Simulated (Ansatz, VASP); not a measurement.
**ZnSe: VASP beside Ansatz**

```xyz
2
Lattice="0.0000 2.8803 2.8803 2.8803 0.0000 2.8803 2.8803 2.8803 0.0000" Properties=species:S:1:pos:R:3 pbc="T T T"
Zn    0.0000    0.0000    0.0000
Se    1.4401    1.4401    1.4401
```

Alike in both runs: task single point; functional PBEsol; k mesh 6 × 6 × 6; no spin polarisation.

|  | VASP | Ansatz |
| --- | --- | --- |
| version | VASP 6.6.1 | Ansatz 0.2.0 |
| potentials or method | VASP PAW PBE potentials, release 64 (Zn, Se), cutoff 520 eV | plane waves, PAW |
| occupations | gaussian, width 0.01 eV | fixed |
| valence electrons in the cell | 18 | 28 |

|  | VASP | Ansatz | Ansatz less VASP |
| --- | --- | --- | --- |
| pressure (GPa) | -3.5 | -3.7 | -0.20 |

VASP's potentials were made for PBE, not for PBEsol. VASP's potentials hold 18 valence electrons a cell and Ansatz's 28, so a difference there can come from the potentials and not from the codes.
